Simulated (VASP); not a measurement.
# Ca3H2Pt (P4/mmm) in VASP: a series of runs

Ca3H2Pt is run at these levels: PBE; tasks: single point, relaxation of cell and atoms.

Program: VASP 6.6.1. These are calculated values, not measurements. Logs are shortened: lines on timing, memory, paths and dates and some standing lists are left out, and cuts for length are marked.

### Step 1. The cell of the first run

It takes space group P4/mmm (No. 123, tetragonal). Conventional cell: a = 3.196 Å, b = 3.196 Å, c = 9.554 Å, α = 90.00°, β = 90.00°, γ = 90.00°. Ca (site symmetry 4mm) has 4 H at 2.68 Å and 4 Pt at 2.86 Å and 5 Ca at 3.02 to 3.20 Å within 3.5 Å. Within 3.6 Å of Ca (site symmetry 4/mmm) lie 8 H at 2.76 Å and 6 Ca at 3.02 to 3.20 Å. H (site symmetry 4mm) has 8 Ca at 2.68 to 2.76 Å and 5 H at 3.17 to 3.20 Å and 1 Pt at 3.19 Å within 3.5 Å. Within 3.8 Å of Pt (site symmetry 4/mmm) lie 8 Ca at 2.86 Å and 2 H at 3.19 Å and 4 Pt at 3.20 Å.

### Step 2. Single point, PBE

Input file INCAR:

```
  PREC = Accurate
  ENCUT = 520
  EDIFF = 1E-7
  ISMEAR = 0
  SIGMA = 0.1
  LREAL = F
  LASPH = T
  NELM = 100
  ALGO = Normal
  ISIF = 2
  LWAVE = F
  LCHARG = F
  GGA = PE
  NBANDS = 30
```

Input file KPOINTS:

```
Automatic mesh
0
Gamma
  6 6 2
```

Input file POSCAR:

```
Ca3H2Pt
1.0
    3.1957126300      0.0000000000      0.0000000000
    0.0000000000      3.1957126300      0.0000000000
    0.0000000000      0.0000000000      9.5542483700
Ca H Pt
3 2 1
Direct
    0.5000000000      0.5000000000      0.1837450000
    0.5000000000      0.5000000000      0.5000000000
    0.5000000000      0.5000000000      0.8162550000
    0.0000000000      0.0000000000      0.3342649900
    0.0000000000      0.0000000000      0.6657350100
    0.0000000000      0.0000000000      0.0000000000
```

Potentials or basis: VASP PAW PBE potentials, release 64 (Ca_sv, H, Pt).

Run with:

```sh
> cat potpaw_PBE.64/Ca_sv/POTCAR potpaw_PBE.64/H/POTCAR potpaw_PBE.64/Pt/POTCAR > POTCAR
> mpirun -np 1 vasp_std > vasp.out
```

OUTCAR:

```text
PREC = Accurate
   ENCUT = 520
   EDIFF = 1E-7
   ISMEAR = 0
   LREAL = F
   LASPH = T
   NELM = 100
   ISIF = 2
   GGA = PE

 ion  position               nearest neighbor table
   1  0.500  0.500  0.184-   6 2.86   6 2.86   6 2.86   6 2.86   2 3.02
   2  0.500  0.500  0.500-   1 3.02   3 3.02
   3  0.500  0.500  0.816-   6 2.86   6 2.86   6 2.86   6 2.86   2 3.02
   4  0.000  0.000  0.334-
   5  0.000  0.000  0.666-
   6  0.000  0.000  0.000-   1 2.86   3 2.86   1 2.86   3 2.86   1 2.86   3 2.86   1 2.86   3 2.86

  LATTYP: Found a simple tetragonal cell.
 ALAT       =     3.1957126300
 C/A-ratio  =     2.9897082361

  Lattice vectors:

 A1 = (   3.1957126300,   0.0000000000,   0.0000000000)
 A2 = (   0.0000000000,   3.1957126300,   0.0000000000)
 A3 = (   0.0000000000,   0.0000000000,   9.5542483700)

Analysis of symmetry for initial positions (statically):
=====================================================================
 Subroutine PRICEL returns:
 Original cell was already a primitive cell.

 Routine SETGRP: Setting up the symmetry group for a
 simple tetragonal supercell.

 Subroutine GETGRP returns: Found 16 space group operations
 (whereof 16 operations were pure point group operations)
 out of a pool of 16 trial point group operations.

The static configuration has the point symmetry D_4h.

Analysis of symmetry for dynamics (positions and initial velocities):
=====================================================================
 Subroutine PRICEL returns:
 Original cell was already a primitive cell.

 Routine SETGRP: Setting up the symmetry group for a
 simple tetragonal supercell.

 Subroutine GETGRP returns: Found 16 space group operations
 (whereof 16 operations were pure point group operations)
 out of a pool of 16 trial point group operations.

The dynamic configuration has the point symmetry D_4h.

 Subroutine INISYM returns: Found 16 space group operations
 (whereof 16 operations are pure point group operations),
 and found     1 'primitive' translations

----------------------------------------------------------------------------------------

                                     Primitive cell

  volume of cell :      97.5735

  direct lattice vectors                    reciprocal lattice vectors
     3.195712630  0.000000000  0.000000000     0.312919250  0.000000000  0.000000000
     0.000000000  3.195712630  0.000000000     0.000000000  0.312919250  0.000000000
     0.000000000  0.000000000  9.554248370     0.000000000  0.000000000  0.104665481

  length of vectors
     3.195712630  3.195712630  9.554248370     0.312919250  0.312919250  0.104665481

  position of ions in fractional coordinates (direct lattice)
     0.500000000  0.500000000  0.183745000
     0.500000000  0.500000000  0.500000000
     0.500000000  0.500000000  0.816255000
     0.000000000  0.000000000  0.334264990
     0.000000000  0.000000000  0.665735010
     0.000000000  0.000000000  0.000000000

  ion indices of the primitive-cell ions
   primitive index   ion index
                 1           1
                 2           2
                 3           3
                 4           4
                 5           5
                 6           6

----------------------------------------------------------------------------------------

 KPOINTS: Automatic mesh

Automatic generation of k-mesh.
 Grid dimensions read from file:
 generate k-points for:    6    6    2

 Generating k-lattice:

  Cartesian coordinates                     Fractional coordinates (reciprocal lattice)
     0.052153208  0.000000000  0.000000000     0.166666667  0.000000000  0.000000000
     0.000000000  0.052153208  0.000000000     0.000000000  0.166666667  0.000000000
     0.000000000  0.000000000  0.052332740     0.000000000  0.000000000  0.500000000

  Length of vectors
     0.052153208  0.052153208  0.052332740

  Shift w.r.t. Gamma in fractional coordinates (k-lattice)
     0.000000000  0.000000000  0.000000000

 Subroutine IBZKPT returns following result:
 ===========================================

 Found     20 irreducible k-points:

 Following reciprocal coordinates:
            Coordinates               Weight
  0.000000  0.000000  0.000000      1.000000
  0.166667  0.000000  0.000000      4.000000
  0.333333  0.000000  0.000000      4.000000
  0.500000  0.000000  0.000000      2.000000
  0.166667  0.166667  0.000000      4.000000
  0.333333  0.166667  0.000000      8.000000
[... 12 lines left out ...]
  0.500000  0.333333  0.500000      4.000000
  0.500000  0.500000  0.500000      1.000000
   k-points           NKPTS =     20   k-points in BZ     NKDIM =     20   number of bands    NBANDS=     30
   number of dos      NEDOS =    301   number of ions     NIONS =      6
   total plane-waves  NPLWV =  41472
   dimension x,y,z NGX =    24 NGY =   24 NGZ =   72
   dimension x,y,z NGXF=    48 NGYF=   48 NGZF=  144
   ions per type =               3   2   1
   NGX,Y,Z   is equivalent  to a cutoff of  12.49, 12.49, 12.53 a.u.
   NGXF,Y,Z  is equivalent  to a cutoff of  24.97, 24.97, 25.06 a.u.
 SYSTEM =  unknown system
   PREC   = accura    normal or accurate (medium, high low for compatibility)
   ISTART =      0    job   : 0-new  1-cont  2-samecut
   ICHARG =      2    charge: 1-file 2-atom 10-const
   ISPIN  =      1    spin polarized calculation?
   LNONCOLLINEAR =      F non collinear calculations
   LSORBIT =      F    spin-orbit coupling
   LASPH  =      T    aspherical Exc in radial PAW
   ENCUT  =  520.0 eV  38.22 Ry    6.18 a.u.   5.94  5.94 17.76*2*pi/ulx,y,z
   NELM   =    100;   NELMIN=  2; NELMDL= -5     # of ELM steps
   EDIFF  = 0.1E-06   stopping-criterion for ELM
   LREAL  =      F    real-space projection
   EDIFFG = 0.1E-05   stopping-criterion for IOM
   NSW    =      0    number of steps for IOM
   IBRION =     -1    ionic relax: 0-MD 1-quasi-New 2-CG
   NFREE  =      0    steps in history (QN), initial steepest desc. (CG)
   ISIF   =      2    stress and relaxation
   ISYM   =      2    0-nonsym 1-usesym 2-fastsym
   POTIM  = 0.5000    time-step for ionic-motion
   TEBEG  =    0.0;   TEEND  =   0.0 temperature during run
   PSTRESS=    0.0 pullay stress
   NELECT =      42.0000    total number of electrons
   NUPDOWN=      -1.0000    fix difference up-down
   EMIN   =  10.00;   EMAX   =-10.00  energy-range for DOS
   EFERMI =   0.00;   METHOD = LEGACY
   ISMEAR =     0;   SIGMA  =   0.10  broadening in eV -4-tet -1-fermi 0-gaus
   EFERMI_NEDOS =   21; number of points for ismear=-14 and -15
   IALGO  =     38    algorithm
   IMIX   =      4    mixing-type and parameters
     AMIX     =   0.40;   BMIX     =  1.00
     AMIX_MAG =   1.60;   BMIX_MAG =  1.00
  volume/ion in A,a.u.               =      16.26       109.74
  Fermi-wavevector in a.u.,A,eV,Ry     =   1.236082  2.335856 20.788323  1.527899
  Thomas-Fermi vector in A             =   2.370705
   LORBIT       =      0    0 simple, 1 ext, 2 COOP (PROOUT), +10 PAW based schemes
   GGA     = PE    functional components
   LHFCALC =     F    Hartree Fock is set to
   AEXX    =    0.0000 exact exchange contribution
   IVDW    =     0    specifies the selected vdW correction
   LEPSILON=     F    determine dielectric tensor
   LRPA    =     F    only Hartree local field effects (RPA)
 non-spin polarized calculation
 Gauss-broadening in eV      SIGMA  =   0.10
  energy-cutoff  :      520.00
  volume of cell :       97.57
 maximum number of plane-waves:      2672
 NGX is ok and might be reduce to    24
   NGX = 11   NGY = 11   NGZ = 35

 number of electron      41.9999993 magnetization

 Free energy of the ion-electron system (eV)
  ---------------------------------------------------
  ext. energy  EPLUGINS =         0.00000000
  ---------------------------------------------------
  free energy    TOTEN  =       -19.39569497 eV

  energy without entropy =      -19.36619823  energy(sigma->0) =      -19.38094660

 E-fermi :   5.6648     XC(G=0): -10.1243

 val. band max:        5.6600731940   @ k =   0.5000   0.3333   0.0000
 cond. band min:       5.6736388869   @ k =   0.5000   0.1667   0.0000
 fundamental gap:      0.0135656929
 Fermi energy:         5.6647999724

 k-point     1 :       0.0000    0.0000    0.0000
  band No.  band energies     occupation
      1     -36.5335      2.00000
      2     -35.4852      2.00000
      3     -35.4743      2.00000
      4     -17.7908      2.00000
      5     -17.2839      2.00000
      6     -17.2839      2.00000
[... 22 lines left out ...]
     29       9.3167      0.00000
     30       9.3167      0.00000

 k-point     2 :       0.1667    0.0000    0.0000
  band No.  band energies     occupation
      1     -36.5193      2.00000
      2     -35.4697      2.00000
      3     -35.4599      2.00000
      4     -17.7718      2.00000
      5     -17.4178      2.00000
      6     -17.2724      2.00000
[... 22 lines left out ...]
     29       9.0536      0.00000
     30       9.5966      0.00000

 k-point     3 :       0.3333    0.0000    0.0000
  band No.  band energies     occupation
      1     -36.4906      2.00000
      2     -35.4384      2.00000
      3     -35.4310      2.00000
      4     -17.7334      2.00000
      5     -17.6764      2.00000
      6     -17.2493      2.00000
[... 22 lines left out ...]
     29       8.8393      0.00000
     30       8.9254      0.00000

 k-point     4 :       0.5000    0.0000    0.0000
  band No.  band energies     occupation
      1     -36.4762      2.00000
      2     -35.4226      2.00000
      3     -35.4164      2.00000
      4     -17.8017      2.00000
      5     -17.7139      2.00000
      6     -17.2377      2.00000
[... 22 lines left out ...]
     29       8.6500      0.00000
     30       8.7147      0.00000

 k-point     5 :       0.1667    0.1667    0.0000
  band No.  band energies     occupation
      1     -36.5052      2.00000
      2     -35.4545      2.00000
      3     -35.4455      2.00000
      4     -17.7534      2.00000
      5     -17.4119      2.00000
      6     -17.3958      2.00000
[... 22 lines left out ...]
     29       8.8095      0.00000
     30       8.8672      0.00000
[... 394 lines left out ...]
     29       8.3385      0.00000
     30       9.3736      0.00000

 k-point    18 :       0.3333    0.3333    0.5000
  band No.  band energies     occupation
      1     -36.4491      2.00000
      2     -35.3967      2.00000
      3     -35.3860      2.00000
      4     -17.6872      2.00000
      5     -17.6290      2.00000
      6     -17.6137      2.00000
[... 22 lines left out ...]
     29       9.1118      0.00000
     30       9.1183      0.00000

 k-point    19 :       0.5000    0.3333    0.5000
  band No.  band energies     occupation
      1     -36.4351      2.00000
      2     -35.3821      2.00000
      3     -35.3714      2.00000
      4     -17.7405      2.00000
      5     -17.6699      2.00000
      6     -17.6028      2.00000
[... 22 lines left out ...]
     29       9.1224      0.00000
     30       9.5763      0.00000

 k-point    20 :       0.5000    0.5000    0.5000
  band No.  band energies     occupation
      1     -36.4213      2.00000
      2     -35.3680      2.00000
      3     -35.3567      2.00000
      4     -17.7199      2.00000
      5     -17.7199      2.00000
      6     -17.6536      2.00000
[... 22 lines left out ...]
     29       8.9104      0.00000
     30       9.2940      0.00000

------------------------ aborting loop because EDIFF is reached ----------------------------------------

  FORCE on cell =-STRESS in cart. coord.  units (eV):
  Direction    XX          YY          ZZ          XY          YZ          ZX
  --------------------------------------------------------------------------------------
  -------------------------------------------------------------------------------------
  Total        5.1868382      5.1868382      5.9009692      0.0000000      0.0000000     -0.0000000
  in kB       85.1689551     85.1689551     96.8951330      0.0000000      0.0000000     -0.0000000
  external PRESSURE =      89.0776810 kB  Pullay stress =       0.0000000 kB

 VOLUME and BASIS-vectors are now :
 -----------------------------------------------------------------------------
  energy-cutoff  :      520.00
  volume of cell :       97.57
      direct lattice vectors                 reciprocal lattice vectors
     3.195712630  0.000000000  0.000000000     0.312919250  0.000000000  0.000000000
     0.000000000  3.195712630  0.000000000     0.000000000  0.312919250  0.000000000
     0.000000000  0.000000000  9.554248370     0.000000000  0.000000000  0.104665481

 POSITION                                       TOTAL-FORCE (eV/Angst)
 -----------------------------------------------------------------------------------
      1.59786      1.59786      1.75555         0.000000     -0.000000     -0.362097
      1.59786      1.59786      4.77712         0.000000      0.000000      0.000000
      1.59786      1.59786      7.79870         0.000000      0.000000      0.362097
      0.00000      0.00000      3.19365         0.000000      0.000000      0.358384
      0.00000      0.00000      6.36060        -0.000000     -0.000000     -0.358384
      0.00000      0.00000      0.00000         0.000000      0.000000      0.000000
 -----------------------------------------------------------------------------------
    total drift:                                0.000000     -0.000000      0.000000

  FREE ENERGIE OF THE ION-ELECTRON SYSTEM (eV)
  ---------------------------------------------------
  free  energy   TOTEN  =       -19.3956949742 eV

  energy  without entropy=      -19.3661982334  energy(sigma->0) =      -19.38094660
```

It took 2.1 min on 1 thread of Oxide Virtual Turin-like, shared host; peak memory 0.19 GiB.

What came out:

```yaml
Free_energy: -19.3957 eV
Pressure: 8.9 GPa
Largest_force: 0.362 eV/Å
Band_gap_on_the_k_mesh: zero (band 21 reaches 6.00 eV, above the bottom of band 22 at 5.27 eV)
```

Forces on the atoms (eV/Å):
```
Ca   0.000  0.000 -0.362
Ca   0.000  0.000  0.000
Ca   0.000  0.000  0.362
H    0.000  0.000  0.358
H    0.000  0.000 -0.358
Pt   0.000  0.000  0.000
```

Caveat: spin-orbit coupling is left out, which moves the levels of the heavy elements.

### Step 3. Single point, PBE

This run uses another cell than the first one, of 20.71 Å³/atom, 1.274 times its volume.

Input file INCAR:

```
SYSTEM = Ca3H2Pt
  PREC = Accurate
  ENCUT = 520
  EDIFF = 1E-7
  ISMEAR = 0
  SIGMA = 0.1
  LREAL = .FALSE.
  LASPH = .TRUE.
  NELM = 60
  ALGO = Normal
  ISIF = 2
  LWAVE = .FALSE.
  LCHARG = .TRUE.
  GGA = PE
  LELF = .TRUE.
  LVHAR = .TRUE.
  NBANDS = 30
```

Input file KPOINTS:

```
regular mesh
0
G
  6 6 2
  0 0 0
```

Input file POSCAR:

```
Ca3H2Pt
1.0
    3.4111543127      0.0000000000      0.0000000000
    0.0000000000      3.4111543127      0.0000000000
    0.0000000000      0.0000000000     10.6808978711
Ca H Pt
3 2 1
Direct
    0.5000000000      0.5000000000      0.1572067960
    0.5000000000      0.5000000000      0.5000000000
    0.5000000000      0.5000000000      0.8427932040
    0.0000000000      0.0000000000      0.3898383427
    0.0000000000      0.0000000000      0.6101616573
    0.0000000000      0.0000000000      0.0000000000
```

Potentials or basis: VASP PAW PBE potentials, release 64 (Ca_sv, H, Pt).

Run with:

```sh
> cat potpaw_PBE.64/Ca_sv/POTCAR potpaw_PBE.64/H/POTCAR potpaw_PBE.64/Pt/POTCAR > POTCAR
> mpirun -np 1 vasp_std > vasp.out
```

Run time: 1.7 min. Hardware: 1 thread of Oxide Virtual Turin-like, shared host; peak memory 0.24 GiB.

The run converged. Its results:

```
Free energy            : -20.3304 eV
Pressure               : 0.3 GPa
Largest force          : 0.015 eV/Å
Band gap on the k mesh : zero (band 21 reaches 4.21 eV, above the bottom of band 22 at 3.12 eV)
```

Forces in eV/Å, atoms in the order of the input:
```
Ca   0.000  0.000  0.015
Ca   0.000  0.000  0.000
Ca   0.000  0.000 -0.015
H    0.000  0.000  0.010
H    0.000  0.000 -0.010
Pt   0.000  0.000  0.000
```

Stress tensor (GPa, compression positive):
```
0.25 0.00 0.00
0.00 0.25 0.00
0.00 0.00 0.35
```

Levels at points of the mesh, in eV from the Fermi level:
| k point | band 19 | band 20 | band 21 | band 22 | band 23 | band 24 |
| --- | --- | --- | --- | --- | --- | --- |
| (0.00, 0.00, 0.00) | -2.44 | -2.07 | -1.48 | -0.10 | 0.82 | 1.41 |
| (0.50, 0.00, 0.00) | -2.63 | -1.71 | -0.74 | -0.47 | 0.84 | 1.36 |
| (0.50, 0.50, 0.00) | -1.20 | -0.31 | 0.15 | 0.15 | 0.29 | 0.71 |
| (0.00, 0.00, 0.50) | -2.44 | -2.23 | -2.07 | 0.45 | 0.81 | 1.45 |
| (0.50, 0.00, 0.50) | -2.63 | -1.46 | -0.98 | -0.74 | 1.08 | 1.21 |
| (0.50, 0.50, 0.50) | -1.20 | -0.23 | -0.09 | 0.09 | 0.09 | 0.92 |

Caveat: spin-orbit coupling is left out, which moves the levels of the heavy elements.

[end of part 1 of 2]
